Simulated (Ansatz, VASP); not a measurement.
# InSb in VASP and in Ansatz

Contents of INCAR:

```
SYSTEM = InSb
PREC = Accurate ; ENCUT = 520
EDIFF = 1E-8 ; ISMEAR = -1
SIGMA = 0.03 ; LREAL = .False.
LASPH = .True. ; NELM = 60
ALGO = Normal ; ISIF = 2
LWAVE = .False. ; LCHARG = .False.
GGA = PE ; LEFG = .True.
NBANDS = 26
```

File KPOINTS:

```
Automatic mesh
0
Gamma
  8 7 13
  0 0 0
```

File POSCAR:

```
InSb
1.0
    5.3570000000      0.0000000000      0.0000000000
    0.0000000000      5.7120000000      0.0000000000
    0.0000000000      0.0000000000      3.0630000000
In Sb
2 2
Direct
    0.0000000000      0.0000000000      0.0000000000
    0.5000000000      0.5000000000      0.0000000000
    0.5000000000      0.0000000000      0.8350000000
    0.0000000000      0.5000000000      0.1650000000
```

Input for Ansatz:

```yaml
crystal:
  lattice:
    - [5.357, 0.0, 0.0]
    - [0.0, 5.712, 0.0]
    - [0.0, 0.0, 3.063]
  atoms:
    - { symbol: In, position: [0.0, 0.0, 0.0] }
    - { symbol: In, position: [0.5, 0.5, 0.0] }
    - { symbol: Sb, position: [0.5, 0.0, 0.835] }
    - { symbol: Sb, position: [0.0, 0.5, 0.165] }
kpoints:
  mp_grid: { grid: [8, 7, 13] }
  band_path:
    path:
      - [0.0, 0.0, 0.0]
      - [0.5, 0.0, 0.0]
      - [0.5, 0.5, 0.0]
      - [0.0, 0.5, 0.0]
      - [0.0, 0.0, 0.0]
      - [0.0, 0.0, 0.5]
      - [0.5, 0.0, 0.5]
      - [0.5, 0.5, 0.5]
      - [0.0, 0.5, 0.5]
    npoints: 8
scf:
  occupations: { method: fermi_dirac, width: 0.03 }
hamiltonian:
  xc: pbe
  pseudopotentials: { kind: paw }
output:
  forces: true
  stress: true
  eigenvalues: true
  efg: { contact_densities: true }
  populations: true
  bader: true
  dos: { projected: true, de: 0.2, e_range: [-14, 8] }
```

Alike in both runs: task electric field gradients; functional PBE; k mesh 8 × 7 × 13; occupations fermi-dirac, width 0.03 eV; no spin polarisation.

|  | VASP | Ansatz |
| --- | --- | --- |
| version | VASP 6.6.1 | Ansatz 0.2.0 |
| potentials or method | VASP PAW PBE potentials, release 64 (In_d, Sb) | PAW with Ansatz's default frozen-core files, scalar-relativistic |
| plane-wave cutoff (eV) | 520 | 420 |
| valence electrons in the cell | 36 | 56 |

Ansatz gave:

```
pressure (GPa)                                                : 17.6
traceless stress, the component that is largest in VASP (GPa) : 11.57
rms of the force components (eV/Å)                            : 0.330
size of Vzz on the site where it differs most (V/Å²)          : 72.5
```

Estimate VASP's values.

pressure (GPa): 17.6; traceless stress, the component that is largest in VASP (GPa): 11.55; rms of the force components (eV/Å): 0.330; size of Vzz on the site where it differs most (V/Å²): 80.7.

Atom by atom the forces differ by 0.001 eV/Å (rms over components). VASP's potentials hold 36 valence electrons a cell and Ansatz's 56, so a difference there can come from the potentials and not from the codes.

Neither program's run includes spin-orbit coupling.
